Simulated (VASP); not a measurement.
# Ga (Cmcm) in VASP: vibrations by perturbation theory with PBEsol

Aim: the vibrations by perturbation theory of Ga with PBEsol.

Everything below comes from runs of VASP 6.6.1. Logs are shortened: lines on timing, memory, paths and dates and some standing lists are left out, and cuts for length are marked.

## Step 1: The cell of the first run

It takes space group Cmcm (No. 63, orthorhombic). Conventional cell: a = 2.718 Å, b = 7.900 Å, c = 3.280 Å, α = 90.00°, β = 90.00°, γ = 90.00°. Within 3.5 Å of Ga (site symmetry m2m) lie 10 Ga at 2.67 to 3.28 Å.

## Step 2: Vibrations by perturbation theory, PBEsol (17.61 Å³/atom)

INCAR

```
  PREC = Accurate
  ENCUT = 520
  EDIFF = 1E-8
  ISMEAR = -1
  SIGMA = 0.15
  LREAL = False
  LASPH = True
  NELM = 60
  ALGO = Fast
  ISIF = 2
  LWAVE = False
  LCHARG = False
  GGA = PS
  IBRION = 8
  NSW = 1
  KPAR = 4
```

KPOINTS

```
regular mesh
0
Gamma
  16 16 14
```

POSCAR

```
Ga
1.0
    1.3591747060     -3.9501231852      0.0000000000
    1.3591747060      3.9501231852      0.0000000000
    0.0000000000      0.0000000000      3.2804562506
Ga
2
Direct
    0.8663652045      0.1336347955      0.2500000000
    0.1336347955      0.8663652045      0.7500000000
```

Potentials or basis: VASP PAW PBE potentials, release 64 (Ga_d).

Started as:

```sh
cat potpaw_PBE.64/Ga_d/POTCAR > POTCAR
mpirun -np 4 vasp_std > vasp.out
```

OUTCAR:

```text
PREC = Accurate
   ENCUT = 520
   EDIFF = 1E-8
   ISMEAR = -1
   LREAL = False
   LASPH = True
   NELM = 60
   ISIF = 2
   GGA = PS
   IBRION = 8
   NSW = 1

 ion  position               nearest neighbor table
   1  0.866  0.134  0.250-   2 2.67   2 2.67   2 2.81   2 2.81   2 2.81   2 2.81
   2  0.134  0.866  0.750-   1 2.67   1 2.67   1 2.81   1 2.81   1 2.81   1 2.81

  LATTYP: Found a base centered orthorhombic cell.
 ALAT       =     2.7183494120
 B/A-ratio  =     2.9062659625
 C/A-ratio  =     1.2067824085

  Lattice vectors:

 A1 = (   1.3591747060,  -3.9501231852,   0.0000000000)
 A2 = (   1.3591747060,   3.9501231852,   0.0000000000)
 A3 = (   0.0000000000,   0.0000000000,   3.2804562506)

Analysis of symmetry for initial positions (statically):
=====================================================================
 Subroutine PRICEL returns:
 Original cell was already a primitive cell.

 Routine SETGRP: Setting up the symmetry group for a
 base centered orthorhombic supercell.

 Subroutine GETGRP returns: Found  8 space group operations
 (whereof  4 operations were pure point group operations)
 out of a pool of  8 trial point group operations.

The static configuration has the point symmetry C_2h.
 The point group associated with its full space group is D_2h.

Analysis of symmetry for dynamics (positions and initial velocities):
=====================================================================
 Subroutine PRICEL returns:
 Original cell was already a primitive cell.

 Routine SETGRP: Setting up the symmetry group for a
 base centered orthorhombic supercell.

 Subroutine GETGRP returns: Found  8 space group operations
 (whereof  4 operations were pure point group operations)
 out of a pool of  8 trial point group operations.

The dynamic configuration has the point symmetry C_2h.
 The point group associated with its full space group is D_2h.

 Subroutine INISYM returns: Found  8 space group operations
 (whereof  4 operations are pure point group operations),
 and found     1 'primitive' translations

----------------------------------------------------------------------------------------

                                     Primitive cell

  volume of cell :      35.2249

  direct lattice vectors                    reciprocal lattice vectors
     1.359174706 -3.950123185  0.000000000     0.367870295 -0.126578331  0.000000000
     1.359174706  3.950123185  0.000000000     0.367870295  0.126578331  0.000000000
     0.000000000  0.000000000  3.280456251     0.000000000  0.000000000  0.304835646

  length of vectors
     4.177418947  4.177418947  3.280456251     0.389038080  0.389038080  0.304835646

  position of ions in fractional coordinates (direct lattice)
     0.866365204  0.133634796  0.250000000
     0.133634796  0.866365204  0.750000000

  ion indices of the primitive-cell ions
   primitive index   ion index
                 1           1
                 2           2

----------------------------------------------------------------------------------------

 KPOINTS: regular mesh

Automatic generation of k-mesh.
 Grid dimensions read from file:
 generate k-points for:   16   16   14

 Generating k-lattice:

  Cartesian coordinates                     Fractional coordinates (reciprocal lattice)
     0.022991893 -0.007911146  0.000000000     0.062500000  0.000000000  0.000000000
     0.022991893  0.007911146  0.000000000     0.000000000  0.062500000  0.000000000
     0.000000000  0.000000000  0.021773975     0.000000000  0.000000000  0.071428571

[... 85 lines left out ...]
   LEPSILON=     F    determine dielectric tensor
   LRPA    =     F    only Hartree local field effects (RPA)
 non-spin polarized calculation
 RMM-DIIS sequential band-by-band and
  energy-cutoff  :      520.00
  volume of cell :       35.22
 maximum number of plane-waves:       976
   NGX = 15   NGY = 15   NGZ = 13

--------------------------------------- Ionic step        1  -------------------------------------------

 number of electron      26.0000007 magnetization

 Free energy of the ion-electron system (eV)
  ---------------------------------------------------
  ext. energy  EPLUGINS =         0.00000000
  ---------------------------------------------------
  free energy    TOTEN  =        -6.70731015 eV

  energy without entropy =       -6.65854208  energy(sigma->0) =       -6.68292612

 E-fermi :   6.0407     XC(G=0): -11.4579

 val. band max:        6.0384183274   @ k =   0.3125   0.3125   0.3571
 cond. band min:       6.0430752607   @ k =   0.3125   0.2500   0.4286
 fundamental gap:      0.0046569333
 Fermi energy:         6.0407349125

 k-point     1 :       0.0000    0.0000    0.0000
  band No.  band energies     occupation
      1      -9.1848      2.00000
      2      -9.1778      2.00000
      3      -9.1236      2.00000
      4      -9.1226      2.00000
      5      -8.8061      2.00000
      6      -8.8043      2.00000
[... 457 lines left out ...]
      4      -9.1016      2.00000
      5      -8.8142      2.00000
      6      -8.8075      2.00000
[... 9 lines left out ...]
     16      15.6454      0.00000
     17      16.3723      0.00000

 [... further k-points ...]
[... 5 lines left out ...]
  --------------------------------------------------------------------------------------
  -------------------------------------------------------------------------------------
  Total        0.3041987      0.3044815      0.2999919      0.0000000      0.0000000      0.0000000
  in kB       13.8362305     13.8490915     13.6448856      0.0000000      0.0000000      0.0000000
  external PRESSURE =      13.7767358 kB  Pullay stress =       0.0000000 kB

 VOLUME and BASIS-vectors are now :
 -----------------------------------------------------------------------------
  energy-cutoff  :      520.00
  volume of cell :       35.22
      direct lattice vectors                 reciprocal lattice vectors
     1.359174706 -3.950123185  0.000000000     0.367870295 -0.126578331  0.000000000
     1.359174706  3.950123185  0.000000000     0.367870295  0.126578331  0.000000000
     0.000000000  0.000000000  3.280456251     0.000000000  0.000000000  0.304835646

 POSITION                                       TOTAL-FORCE (eV/Angst)
 -----------------------------------------------------------------------------------
      1.35917     -2.89438      0.82011         0.000000     -0.001151      0.000000
      1.35917      2.89438      2.46034         0.000000      0.001151     -0.000000
 -----------------------------------------------------------------------------------
    total drift:                                0.000000      0.000000      0.000000

  FREE ENERGIE OF THE ION-ELECTRON SYSTEM (eV)
  ---------------------------------------------------
  free  energy   TOTEN  =        -6.7073101484 eV

  energy  without entropy=       -6.6585420834  energy(sigma->0) =       -6.68292612

[... ionic steps 2 to 3 ...]

--------------------------------------- Ionic step        4  -------------------------------------------

------------------------ aborting loop because EDIFF is reached ----------------------------------------

--------------------------------------- Ionic step        5  -------------------------------------------

------------------------ aborting loop because EDIFF is reached ----------------------------------------

--------------------------------------- Ionic step        6  -------------------------------------------

 Free energy of the ion-electron system (eV)
  ---------------------------------------------------
  ---------------------------------------------------
  free energy    TOTEN  =        -0.16334588 eV

  energy without entropy =       -0.16334588

------------------------ aborting loop because EDIFF is reached ----------------------------------------

 INTERNAL STRAIN TENSOR  FOR ION    1  DIRECTION 3   (eV/Angst):
 -----------------------------------------------------------------------------
    -0.00844  0.00000  0.00000
     0.00000  0.02177 -0.47249
     0.00000 -0.41586 -0.01509

 INTERNAL STRAIN TENSOR FOR ION    2 for displacements in x,y,z  (eV/Angst):
          X           Y           Z          XY          YZ          ZX
  --------------------------------------------------------------------------------
  x     0.00000     0.00000     0.00000    -0.59020     0.00000     0.00000
  y    -2.78740     1.76904     0.37449     0.00000     0.00000     0.00000
  z     0.00000     0.00000     0.00000     0.00000     0.41586     0.00000

 SECOND DERIVATIVES (NOT SYMMETRIZED)
 ------------------------------------
               1X          1Y          1Z          2X          2Y          2Z
  1X    -0.337313    0.000000    0.000000    0.337313    0.000000    0.000000
  1Y     0.000000   -5.016384    0.000000    0.000000    5.016384    0.000000
  1Z     0.000000    0.000000   -2.094582    0.000000    0.000000    2.094582
  2X     0.337313    0.000000    0.000000   -0.337313    0.000000    0.000000
  2Y     0.000000    5.016384    0.000000    0.000000   -5.016384    0.000000
  2Z     0.000000    0.000000    2.094582    0.000000    0.000000   -2.094582

 Eigenvectors and eigenvalues of the dynamical matrix
 ----------------------------------------------------

   1 f  =    5.930251 THz    37.260867 2PiTHz  197.811888 cm-1    24.525537 meV
             X         Y         Z           dx          dy          dz
      1.359175 -2.894375  0.820114    -0.000000   -0.707107    0.000000
      1.359175  2.894375  2.460342     0.000000    0.707107    0.000000
[... 16 lines left out ...]
   5 f  =    0.000000 THz     0.000000 2PiTHz    0.000000 cm-1     0.000000 meV
             X         Y         Z           dx          dy          dz
      1.359175 -2.894375  0.820114     0.000000    0.000000    0.707107
      1.359175  2.894375  2.460342     0.000000    0.000000    0.707107

   6 f/i=    0.000000 THz     0.000000 2PiTHz    0.000000 cm-1     0.000000 meV
             X         Y         Z           dx          dy          dz
      1.359175 -2.894375  0.820114    -0.685994   -0.171499    0.000000
      1.359175  2.894375  2.460342    -0.685994   -0.171499    0.000000

--------------------------------------------------------------------------------------------------------

 ELASTIC MODULI CONTR FROM IONIC RELAXATION (kBar)
 Direction    XX          YY          ZZ          XY          YZ          ZX
 --------------------------------------------------------------------------------
 XX         -70.4478     44.7101      9.4647      0.0000     -0.0000      0.0000
 YY          44.7101    -28.3755     -6.0068      0.0000      0.0000      0.0000
 ZZ           9.4647     -6.0068     -1.2716      0.0000      0.0000      0.0000
 XY           0.0000      0.0000      0.0000    -46.9712      0.0000      0.0000
 YZ          -0.0000      0.0000      0.0000      0.0000     -3.7554      0.0000
 ZX           0.0000      0.0000      0.0000      0.0000      0.0000      0.0000
 --------------------------------------------------------------------------------
```

Run time: 29 min. Hardware: 4 MPI ranks of Oxide Virtual Turin-like, shared host; peak memory 1.1 GiB.

Results:

```yaml
Highest_phonon_frequency_at_Γ: 198 cm⁻¹
```

Phonon frequencies in cm⁻¹ (negative: imaginary):
```
              q point       frequencies
(0.000, 0.000, 0.000)  0 0 0 51 128 198
```

Caveat: the cell stands under pressure or tension, which shifts response properties; the PAW data sets were made with another functional, which shifts forces and pressure a little.
